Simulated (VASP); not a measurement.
Crystal: MgB2.

```
CELL_PARAMETERS angstrom
0.00811 2.83346 0.00482
-1.41063 -1.41411 3.87778
5.67905 0.01622 0.01907
ATOMIC_POSITIONS crystal
Mg 0.97115 0.97997 0.49392
Mg 0.01799 0.03081 0.98376
B 0.72284 0.49682 0.13068
B 0.79042 0.43612 0.61881
B 0.24276 0.53610 0.38330
B 0.25482 0.52017 0.88953
```

```yaml
Program: VASP 6.6.1
Task: relaxation of cell and atoms
Functional: PBE
Potentials_or_basis: VASP PAW PBE potentials, release 64 (Mg, B)
Cutoff: 600 eV
k_mesh: 8 × 8 × 4
Occupations: gaussian, width 0.1 eV
Spin: no spin polarisation
```

At the start: pressure 5.9 GPa; volume 10.42 Å³/atom.

Question: Where does the relaxation end?

Answer: Over 47 steps the energy falls by 874.2 meV/atom and the volume is 10.33 Å³/atom (-0.8 %); space group C2/m (No. 12, to 0.05 Å).

The path:
| step | energy change (eV) | largest force (eV/Å) | pressure (GPa) | volume (Å³) |
| --- | --- | --- | --- | --- |
| 1 | 0.0000 | 2.7003 | 5.94 | 62.51 |
| 3 | -0.8984 | 2.2839 | -7.05 | 69.22 |
| 5 | -2.1255 | 2.2252 | 6.55 | 63.70 |
| 7 | -2.9788 | 2.2119 | 1.07 | 66.78 |
| 9 | -3.5310 | 1.8030 | -0.75 | 69.24 |
| 11 | -3.8018 | 1.4405 | 0.48 | 69.53 |
| 13 | -3.9782 | 0.8175 | -0.37 | 70.21 |
| 15 | -4.0749 | 1.4016 | -0.52 | 70.18 |
| 17 | -4.2211 | 0.6516 | 0.03 | 69.62 |
| 19 | -4.3484 | 1.5680 | -0.13 | 69.44 |
| 21 | -4.4494 | 1.0507 | -0.84 | 69.35 |
| 23 | -4.5929 | 1.7425 | -3.09 | 68.64 |
| 25 | -4.6645 | 1.2149 | -2.60 | 68.44 |
| 27 | -4.7737 | 1.2999 | -1.63 | 66.58 |
| 29 | -4.9146 | 1.6290 | -0.53 | 65.31 |
| 31 | -5.0998 | 0.9973 | -0.88 | 63.96 |
| 33 | -5.1549 | 0.7361 | -0.56 | 62.86 |
| 35 | -5.1848 | 0.5762 | -0.32 | 62.53 |
| 37 | -5.2324 | 0.3294 | 0.44 | 61.90 |
| 39 | -5.2390 | 0.1654 | 0.04 | 62.03 |
| 41 | -5.2434 | 0.0747 | -0.16 | 62.06 |
| 43 | -5.2446 | 0.0385 | 0.08 | 61.94 |
| 45 | -5.2449 | 0.0546 | 0.02 | 61.98 |
| 47 | -5.2450 | 0.0110 | 0.02 | 62.00 |

Final structure:
```
Mg B
1.0
    -0.36924    3.02074   -0.78945
    -0.82150   -2.29152    4.12935
     5.73501   -0.75341    0.74503
Mg B
2 4
Direct
  0.12037 0.07866 0.49755
  0.21315 0.92103 0.00258
  0.35550 0.47953 0.16951
  0.20249 0.59227 0.63559
  0.97753 0.52059 0.33046
  0.13096 0.40792 0.86431
```
